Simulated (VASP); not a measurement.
Input of a VASP 6.6.1 run:

File POSCAR:

```
ZnS
1.0
    0.0000000000      2.5518826682      2.5518826682
    2.5518826682      0.0000000000      2.5518826682
    2.5518826682      2.5518826682      0.0000000000
Zn S
1 1
Direct
    0.0000000000      0.0000000000      0.0000000000
    0.5000000000      0.5000000000      0.5000000000
```

INCAR.step1

```
PREC = Accurate
ENCUT = 600
ISMEAR = -1
SIGMA = 0.02
LREAL = F
LASPH = T
NELM = 100
GGA = PE
ALGO = Normal
EDIFF = 1E-4
LWAVE = T
LCHARG = F
```

Contents of INCAR.step2:

```
PREC = Accurate
ENCUT = 600
EDIFF = 1E-6
ISMEAR = -1
SIGMA = 0.02
LREAL = F
LASPH = T
NELM = 100
ALGO = Normal
ISIF = 3
LWAVE = F
LCHARG = F
METAGGA = R2SCAN
LMIXTAU = T
IBRION = 2
NSW = 80
EDIFFG = -0.005
ISTART = 1
```

KPOINTS

```
Automatic mesh
0
Gamma
  8 8 8
```

Potentials or basis: VASP PAW PBE potentials, release 64 (Zn, S).

The run is started by

```console
$ cat potpaw_PBE.64/Zn/POTCAR potpaw_PBE.64/S/POTCAR > POTCAR
$ cp INCAR.step1 INCAR
$ mpirun -np 1 vasp_std > vasp.out
$ cp INCAR.step2 INCAR
$ mpirun -np 1 vasp_std > vasp.out
```

(1) Estimate the band gap on the k mesh.

(2) Estimate the relaxed volume.

(3) Estimate the relaxed cell.

(4) What does it give for the space group after relaxing (to 0.1 Å)?

Results:

(1) 0.14 eV (least direct gap 2.76 eV).

(2) 16.24 Å³/atom.

(3) a = 3.582 Å, b = 3.582 Å, c = 3.582 Å, α = 60.00°, β = 60.00°, γ = 60.00°.

(4) Fm-3m (No. 225).

Caveat: the PAW data sets were made with another functional, which shifts forces and pressure a little.
